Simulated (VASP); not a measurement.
# HfZr2Si2 (P-3m1) in VASP: a series of runs, part 2 of 2

VASP 6.6.1. The steps go on from the part before.

## 4. Relaxation of cell and atoms, PBE

INCAR reads:

```
SYSTEM = HfZr2Si2
ALGO     = Normal         ! electronic algorithm
EDIFF    = 1E-7           ! SCF threshold, eV
EDIFFG   = -0.04          ! ionic threshold
ENCUT    = 600            ! plane-wave cutoff, eV
GGA      = PE             ! functional
IBRION   = 2              ! ionic algorithm
ISIF     = 3              ! what is computed and relaxed
ISMEAR   = 0              ! smearing method
LASPH    = .TRUE.         ! aspherical terms in the spheres
LCHARG   = .FALSE.        ! write CHGCAR
LREAL    = .FALSE.        ! projectors in reciprocal space
LWAVE    = .FALSE.        ! write WAVECAR
NELM     = 60             ! most SCF steps
NSW      = 90             ! ionic steps
PREC     = Accurate       ! precision mode
SIGMA    = 0.1            ! smearing width, eV
```

KPOINTS reads:

```
k-points
0
G
  6 6 4
  0 0 0
```

POSCAR reads:

```
HfZr2Si2
1.0
    3.9839163000      0.0000000000      0.0000000000
   -1.9919581500      3.4501727200      0.0000000000
    0.0000000000      0.0000000000      6.4296451800
Zr Hf Si
2 1 2
Direct
    0.3333333300      0.6666666700      0.7763208200
    0.6666666700      0.3333333300      0.2236791800
    0.0000000000      0.0000000000      0.5000000000
    0.0000000000      0.0000000000      0.8611891300
    0.0000000000      0.0000000000      0.1388108700
```

Run with:

```bash
> cat potpaw_PBE.64/Zr_sv/POTCAR potpaw_PBE.64/Hf_pv/POTCAR potpaw_PBE.64/Si/POTCAR > POTCAR
> mpirun -np 1 vasp_std > vasp.out
```

Run time: 19 min. Hardware: 1 thread of Intel Xeon 6975P-C (Granite Rapids), shared host; peak memory 0.27 GiB.

It converged, with:

| Quantity | Value |
| --- | --- |
| Free energy | -35.9144 eV |
| Relaxed volume | 25.37 Å³/atom |
| Relaxed cell | a = 4.416 Å, b = 4.416 Å, c = 7.513 Å, α = 90.00°, β = 90.00°, γ = 120.00° |
| Space group after relaxing (to 0.1 Å) | P-3m1 (No. 164) |
| Energy gained by relaxing | 1182.9 meV/atom |
| Ionic steps | 17 |
| Pressure after relaxing | 0.0 GPa |
| Largest force after relaxing | 0.018 eV/Å |
| Band gap on the k mesh | zero (bands 21 and 22 overlap by 0.25 eV) |

Forces on the atoms (eV/Å):
```
Zr   0.000  0.000  0.018
Zr   0.000  0.000 -0.018
Hf   0.000  0.000  0.000
Si   0.000  0.000 -0.009
Si   0.000  0.000  0.009
```

Stress tensor (GPa, compression positive):
```
 0.02  0.00  0.00
 0.00  0.02  0.00
 0.00  0.00 -0.16
```

The path:
```tsv
step	energy change (eV)	largest force (eV/Å)	pressure (GPa)	volume (Å³)
1	0.0000	8.8247	54.88	88.38
2	-2.1657	0.7838	-9.78	188.90
3	-4.6605	3.0303	4.45	125.51
4	-5.1028	1.0992	-6.01	141.13
5	-5.1305	1.4800	-4.36	137.81
6	-5.5739	0.5899	-2.67	131.49
7	-5.5859	0.5766	-2.12	130.41
8	-5.6531	0.6049	1.31	124.42
9	-5.6535	0.6030	1.07	124.78
10	-5.7024	0.6241	0.73	125.17
11	-5.7787	0.5680	0.01	126.12
12	-5.8217	0.4840	-0.17	126.37
13	-5.8917	0.4330	-0.56	127.13
14	-5.8943	0.5932	-0.62	127.31
15	-5.9122	0.2284	0.24	126.25
16	-5.9128	0.1540	0.42	126.04
17	-5.9147	0.0182	-0.04	126.87
```

Final structure:
```cif
data_structure
_symmetry_space_group_name_H-M 'P 1'
_symmetry_Int_Tables_number 1
_cell_length_a 4.4159
_cell_length_b 4.4159
_cell_length_c 7.5127
_cell_angle_alpha 90.000
_cell_angle_beta 90.000
_cell_angle_gamma 120.000
_cell_volume 126.87
loop_
_atom_site_label
_atom_site_type_symbol
_atom_site_fract_x
_atom_site_fract_y
_atom_site_fract_z
_atom_site_occupancy
Zr1 Zr 0.33333 0.66667 0.72008 1
Zr2 Zr 0.66667 0.33333 0.27992 1
Hf1 Hf 0.00000 0.00000 0.50000 1
Si1 Si 0.00000 0.00000 0.84824 1
Si2 Si 0.00000 0.00000 0.15176 1
```

Levels at points of the mesh, in eV from the Fermi level:
| k point | band 19 | band 20 | band 21 | band 22 | band 23 | band 24 |
| --- | --- | --- | --- | --- | --- | --- |
| (0.00, 0.00, 0.00) | -1.98 | -0.71 | -0.71 | 1.02 | 1.02 | 1.09 |
| (0.50, 0.00, 0.00) | -0.78 | -0.45 | 0.12 | 0.21 | 0.95 | 1.03 |
| (0.00, 0.00, 0.50) | -1.18 | -0.68 | -0.68 | 0.77 | 0.94 | 0.94 |
| (0.50, 0.00, 0.50) | -0.38 | -0.32 | -0.29 | 0.02 | 0.09 | 1.08 |

Caveat: the volume moved by over 15 % at a fixed basis, so the end points are rough; spin-orbit coupling is left out, which moves the levels of the heavy elements.

## 5. Single point, PBE

This run uses another cell than the first one, of 25.37 Å³/atom.

INCAR reads:

```
PREC = Accurate ; ENCUT = 520
EDIFF = 1E-6 ; ISMEAR = 0
SIGMA = 0.1 ; LREAL = F
LASPH = T ; NELM = 60
ALGO = Fast ; ISIF = 2
LWAVE = F ; LCHARG = T
GGA = PE ; LELF = T
LVHAR = T ; NBANDS = 29
```

KPOINTS reads:

```
regular mesh
0
Gamma
  12 12 6
```

POSCAR reads:

```
HfZr2Si2
1.0
    4.4179117720      0.0000000000      0.0000000000
   -2.2089558860      3.8260238262      0.0000000000
    0.0000000000      0.0000000000      7.5041324674
Zr Hf Si
2 1 2
Direct
    0.3333333333      0.6666666667      0.7217621131
    0.6666666667      0.3333333333      0.2782378869
    0.0000000000      0.0000000000      0.5000000000
    0.0000000000      0.0000000000      0.8481465440
    0.0000000000      0.0000000000      0.1518534560
```

Potentials or basis: VASP PAW PBE potentials, release 64 (Zr_sv, Hf_pv, Si).

Run with:

```bash
> cat potpaw_PBE.64/Zr_sv/POTCAR potpaw_PBE.64/Hf_pv/POTCAR potpaw_PBE.64/Si/POTCAR > POTCAR
> mpirun -np 1 vasp_std > vasp.out
```

OUTCAR:

```text
PREC = Accurate
   ENCUT = 520
   EDIFF = 1E-6
   ISMEAR = 0
   LREAL = F
   LASPH = T
   NELM = 60
   ISIF = 2
   GGA = PE

 ion  position               nearest neighbor table
   1  0.333  0.667  0.722-   4 2.72   4 2.72   4 2.72   3 3.05   3 3.05   3 3.05
   2  0.667  0.333  0.278-   5 2.72   5 2.72   5 2.72   3 3.05   3 3.05   3 3.05
   3  0.000  0.000  0.500-   4 2.61   5 2.61   1 3.05   2 3.05   1 3.05   2 3.05   2 3.05   1 3.05

   4  0.000  0.000  0.848-   5 2.28   3 2.61   1 2.72   1 2.72   1 2.72
   5  0.000  0.000  0.152-   4 2.28   3 2.61   2 2.72   2 2.72   2 2.72

  LATTYP: Found a hexagonal cell.
 ALAT       =     4.4179117720
 C/A-ratio  =     1.6985700156

  Lattice vectors:

 A1 = (   4.4179117720,   0.0000000000,   0.0000000000)
 A2 = (  -2.2089558860,   3.8260238262,   0.0000000000)
 A3 = (   0.0000000000,   0.0000000000,   7.5041324674)

Analysis of symmetry for initial positions (statically):
=====================================================================
 Subroutine PRICEL returns:
 Original cell was already a primitive cell.

 Routine SETGRP: Setting up the symmetry group for a
 hexagonal supercell.

 Subroutine GETGRP returns: Found 12 space group operations
 (whereof 12 operations were pure point group operations)
 out of a pool of 24 trial point group operations.

The static configuration has the point symmetry D_3d.

Analysis of symmetry for dynamics (positions and initial velocities):
=====================================================================
 Subroutine PRICEL returns:
 Original cell was already a primitive cell.

 Routine SETGRP: Setting up the symmetry group for a
 hexagonal supercell.

 Subroutine GETGRP returns: Found 12 space group operations
 (whereof 12 operations were pure point group operations)
 out of a pool of 24 trial point group operations.

The dynamic configuration has the point symmetry D_3d.

 Subroutine INISYM returns: Found 12 space group operations
 (whereof 12 operations are pure point group operations),
 and found     1 'primitive' translations

----------------------------------------------------------------------------------------

                                     Primitive cell

  volume of cell :     126.8426

  direct lattice vectors                    reciprocal lattice vectors
     4.417911772  0.000000000  0.000000000     0.226351284  0.130683974  0.000000000
    -2.208955886  3.826023826  0.000000000     0.000000000  0.261367949  0.000000000
     0.000000000  0.000000000  7.504132467     0.000000000  0.000000000  0.133259908

  length of vectors
     4.417911772  4.417911772  7.504132467     0.261367949  0.261367949  0.133259908

  position of ions in fractional coordinates (direct lattice)
     0.333333333  0.666666667  0.721762113
     0.666666667  0.333333333  0.278237887
     0.000000000  0.000000000  0.500000000
     0.000000000  0.000000000  0.848146544
     0.000000000  0.000000000  0.151853456

  ion indices of the primitive-cell ions
   primitive index   ion index
                 1           1
                 2           2
                 3           3
                 4           4
                 5           5

----------------------------------------------------------------------------------------

 KPOINTS: regular mesh

Automatic generation of k-mesh.
 Grid dimensions read from file:
 generate k-points for:   12   12    6

 Generating k-lattice:

  Cartesian coordinates                     Fractional coordinates (reciprocal lattice)
     0.018862607  0.010890331  0.000000000     0.083333333 -0.000000000  0.000000000
     0.000000000  0.021780662  0.000000000     0.000000000  0.083333333  0.000000000
     0.000000000  0.000000000  0.022209985     0.000000000  0.000000000  0.166666667

  Length of vectors
     0.021780662  0.021780662  0.022209985

  Shift w.r.t. Gamma in fractional coordinates (k-lattice)
     0.000000000  0.000000000  0.000000000

 Subroutine IBZKPT returns following result:
 ===========================================

 Found    100 irreducible k-points:

 Following reciprocal coordinates:
            Coordinates               Weight
  0.000000  0.000000  0.000000      1.000000
  0.083333 -0.000000  0.000000      6.000000
  0.166667  0.000000  0.000000      6.000000
  0.250000  0.000000  0.000000      6.000000
  0.333333  0.000000  0.000000      6.000000
  0.416667  0.000000  0.000000      6.000000
[... 16 lines left out ...]
  0.166667  0.000000  0.166667      6.000000
  0.000000  0.166667  0.166667      6.000000
 [... further k-points ...]
   k-points           NKPTS =    100   k-points in BZ     NKDIM =    100   number of bands    NBANDS=     29
   number of dos      NEDOS =    301   number of ions     NIONS =      5
   total plane-waves  NPLWV =  72576
   dimension x,y,z NGX =    36 NGY =   36 NGZ =   56
   dimension x,y,z NGXF=    72 NGYF=   72 NGZF=  112
   ions per type =               2   1   2
   NGX,Y,Z   is equivalent  to a cutoff of  13.55, 13.55, 12.41 a.u.
   NGXF,Y,Z  is equivalent  to a cutoff of  27.09, 27.09, 24.81 a.u.
 SYSTEM =  unknown system
   PREC   = accura    normal or accurate (medium, high low for compatibility)
   ISTART =      0    job   : 0-new  1-cont  2-samecut
   ICHARG =      2    charge: 1-file 2-atom 10-const
   ISPIN  =      1    spin polarized calculation?
   LNONCOLLINEAR =      F non collinear calculations
   LSORBIT =      F    spin-orbit coupling
   LASPH  =      T    aspherical Exc in radial PAW
   ENCUT  =  520.0 eV  38.22 Ry    6.18 a.u.   8.21  8.21 13.95*2*pi/ulx,y,z
   NELM   =     60;   NELMIN=  2; NELMDL= -5     # of ELM steps
   EDIFF  = 0.1E-05   stopping-criterion for ELM
   LREAL  =      F    real-space projection
[... 7 lines left out ...]
   TEBEG  =    0.0;   TEEND  =   0.0 temperature during run
   PSTRESS=    0.0 pullay stress
   NELECT =      42.0000    total number of electrons
   NUPDOWN=      -1.0000    fix difference up-down
   EMIN   =  10.00;   EMAX   =-10.00  energy-range for DOS
   EFERMI =   0.00;   METHOD = LEGACY
   ISMEAR =     0;   SIGMA  =   0.10  broadening in eV -4-tet -1-fermi 0-gaus
   EFERMI_NEDOS =   21; number of points for ismear=-14 and -15
   IALGO  =     68    algorithm
   IMIX   =      4    mixing-type and parameters
     AMIX     =   0.40;   BMIX     =  1.00
     AMIX_MAG =   1.60;   BMIX_MAG =  1.00
  volume/ion in A,a.u.               =      25.37       171.20
  Fermi-wavevector in a.u.,A,eV,Ry     =   1.132582  2.140269 17.452754  1.282741
  Thomas-Fermi vector in A             =   2.269283
   LORBIT       =      0    0 simple, 1 ext, 2 COOP (PROOUT), +10 PAW based schemes
   GGA     = PE    functional components
   LHFCALC =     F    Hartree Fock is set to
   AEXX    =    0.0000 exact exchange contribution
   IVDW    =     0    specifies the selected vdW correction
   LEPSILON=     F    determine dielectric tensor
   LRPA    =     F    only Hartree local field effects (RPA)
 non-spin polarized calculation
 RMM-DIIS sequential band-by-band and
 Gauss-broadening in eV      SIGMA  =   0.10
  energy-cutoff  :      520.00
  volume of cell :      126.84
 maximum number of plane-waves:      3446
 NGX is ok and might be reduce to    36
   NGX = 17   NGY = 17   NGZ = 27

 number of electron      42.0000002 magnetization

 Free energy of the ion-electron system (eV)
  ---------------------------------------------------
  ext. energy  EPLUGINS =         0.00000000
  ---------------------------------------------------
  free energy    TOTEN  =       -35.92430394 eV

  energy without entropy =      -35.90559118  energy(sigma->0) =      -35.91494756

 E-fermi :   5.3763     XC(G=0):  -9.7289

 val. band max:        5.3712390058   @ k =   0.0000   0.2500   0.3333
 cond. band min:       5.3780206799   @ k =   0.0000   0.4167   0.1667
 fundamental gap:      0.0067816741
 Fermi energy:         5.3763202125

 k-point     1 :       0.0000    0.0000    0.0000
  band No.  band energies     occupation
      1     -43.6514      2.00000
      2     -43.6500      2.00000
      3     -24.9845      2.00000
      4     -24.8866      2.00000
      5     -24.8866      2.00000
      6     -21.7519      2.00000
[... 757 lines left out ...]
     28       8.5247      0.00000
     29       9.2469      0.00000

 [... further k-points ...]

------------------------ aborting loop because EDIFF is reached ----------------------------------------

  FORCE on cell =-STRESS in cart. coord.  units (eV):
  Direction    XX          YY          ZZ          XY          YZ          ZX
  --------------------------------------------------------------------------------------
  -------------------------------------------------------------------------------------
  Total       -0.0533412     -0.0533412     -0.0575347      0.0000000      0.0000000     -0.0000000
  in kB       -0.6737651     -0.6737651     -0.7267333      0.0000000      0.0000000     -0.0000000
  external PRESSURE =      -0.6914212 kB  Pullay stress =       0.0000000 kB

 VOLUME and BASIS-vectors are now :
 -----------------------------------------------------------------------------
  energy-cutoff  :      520.00
  volume of cell :      126.84
      direct lattice vectors                 reciprocal lattice vectors
     4.417911772  0.000000000  0.000000000     0.226351284  0.130683974  0.000000000
    -2.208955886  3.826023826  0.000000000     0.000000000  0.261367949  0.000000000
     0.000000000  0.000000000  7.504132467     0.000000000  0.000000000  0.133259908

 POSITION                                       TOTAL-FORCE (eV/Angst)
 -----------------------------------------------------------------------------------
     -0.00000      2.55068      5.41620        -0.000000      0.000000     -0.018467
      2.20896      1.27534      2.08793         0.000000     -0.000000      0.018467
      0.00000      0.00000      3.75207        -0.000000      0.000000      0.000000
      0.00000      0.00000      6.36460        -0.000000      0.000000      0.013040
      0.00000      0.00000      1.13953        -0.000000      0.000000     -0.013040
 -----------------------------------------------------------------------------------
    total drift:                                0.000000     -0.000000      0.000000

  FREE ENERGIE OF THE ION-ELECTRON SYSTEM (eV)
  ---------------------------------------------------
  free  energy   TOTEN  =       -35.9243039425 eV

  energy  without entropy=      -35.9055911800  energy(sigma->0) =      -35.91494756
```

OSZICAR:

```text
N       E                     dE             d eps       ncg     rms          rms(c)
DAV:   1     0.297666308272E+03    0.29767E+03   -0.20970E+04  5808   0.133E+03
DAV:   2    -0.138102259699E+02   -0.31148E+03   -0.30416E+03  6718   0.356E+02
DAV:   3    -0.365412508593E+02   -0.22731E+02   -0.22245E+02  9724   0.682E+01
[... 16 lines left out ...]
RMM:  20    -0.359242962408E+02   -0.59052E-05   -0.51958E-05  8294   0.237E-02    0.217E-03
RMM:  21    -0.359242998469E+02   -0.36061E-05   -0.31629E-05  7913   0.188E-02    0.133E-03
RMM:  22    -0.359243022076E+02   -0.23606E-05   -0.18403E-05  7235   0.152E-02    0.239E-03
RMM:  23    -0.359243030430E+02   -0.83544E-06   -0.11781E-05  6959   0.133E-02    0.378E-03
RMM:  24    -0.359243039425E+02   -0.89950E-06   -0.80262E-06  6555   0.104E-02
   1 F= -.35924304E+02 E0= -.35914948E+02  d E =-.187128E-01
```

stdout:

```text
POSCAR found type information on POSCAR ZrHfSi
 POSCAR found :  3 types and       5 ions
 scaLAPACK will be used
 LDA part: xc-table for (Slater+PW92), standard interpolation
 POSCAR, INCAR and KPOINTS ok, starting setup
 FFT: planning ... GRIDC
 FFT: planning ... GRID_SOFT
 FFT: planning ... GRID
 WAVECAR not read
 entering main loop
WARNING in EDDRMM: call to ZHEGV failed, returncode =   6  3     21
WARNING in EDDRMM: call to ZHEGV failed, returncode =   6  3     14
WARNING in EDDRMM: call to ZHEGV failed, returncode =   6  3     23
WARNING in EDDRMM: call to ZHEGV failed, returncode =   6  3     17
WARNING in EDDRMM: call to ZHEGV failed, returncode =   6  3     22
WARNING in EDDRMM: call to ZHEGV failed, returncode =   6  3     24
WARNING in EDDRMM: call to ZHEGV failed, returncode =   6  3     23
WARNING in EDDRMM: call to ZHEGV failed, returncode =   6  3     24
WARNING in EDDRMM: call to ZHEGV failed, returncode =   6  3     19
WARNING in EDDRMM: call to ZHEGV failed, returncode =   8  4     26
```

Wall time 16 min (1 thread of Intel Xeon 6975P-C (Granite Rapids), shared host); peak memory 0.51 GiB.

What came out:

```
Free energy            : -35.9243 eV
Pressure               : -0.1 GPa
Largest force          : 0.018 eV/Å
Band gap on the k mesh : zero (bands 21 and 22 overlap by 0.27 eV)
```

Forces on the atoms (eV/Å):
```
Zr   0.000  0.000 -0.018
Zr   0.000  0.000  0.018
Hf   0.000  0.000  0.000
Si   0.000  0.000  0.013
Si   0.000  0.000 -0.013
```

Caveat: spin-orbit coupling is left out, which moves the levels of the heavy elements.

## 6. Summary

```tsv
task	cell	k mesh	cutoff (eV)	gap on the mesh (eV)	pressure (GPa)	largest force (eV/Å)
single point	a = 3.984, b = 3.984, c = 6.430 Å, angles 90.0, 90.0, 120.0°, 5 atoms, atomic positions A	6 × 6 × 4	520	none	54.9	8.82
single point	a = 4.422, b = 4.422, c = 7.503 Å, angles 90.0, 90.0, 120.0°, 5 atoms, atomic positions B	6 × 6 × 4	520	none	-0.1	0.01
relaxation of cell and atoms	relaxed from a = 3.984, b = 3.984, c = 6.430 Å, angles 90.0, 90.0, 120.0°, 5 atoms, atomic positions A	6 × 6 × 4	600	none	0.0	0.02
single point	a = 4.418, b = 4.418, c = 7.504 Å, angles 90.0, 90.0, 120.0°, 5 atoms, atomic positions C	12 × 12 × 6	520	none	-0.1	0.02
```

Alike in all rows: level PBE; potentials or basis VASP PAW PBE potentials, release 64 (Zr_sv, Hf_pv, Si); no spin polarisation; smearing gaussian 0.1 eV.

Caveats: spin-orbit coupling is left out, which moves the levels of the heavy elements; the stress differs along the axes, from 41 to 82 GPa (at least some runs); forces of over 1 eV/Å act on the atoms, so gaps and moduli don't describe the material at rest (at least some runs); the volume moved by over 15 % at a fixed basis, so the end points are rough (at least some runs).

Absolute energies hang on the potentials; compare differences alone.

The gap in the log of VASP goes by the Fermi energy; the results here count the filled bands.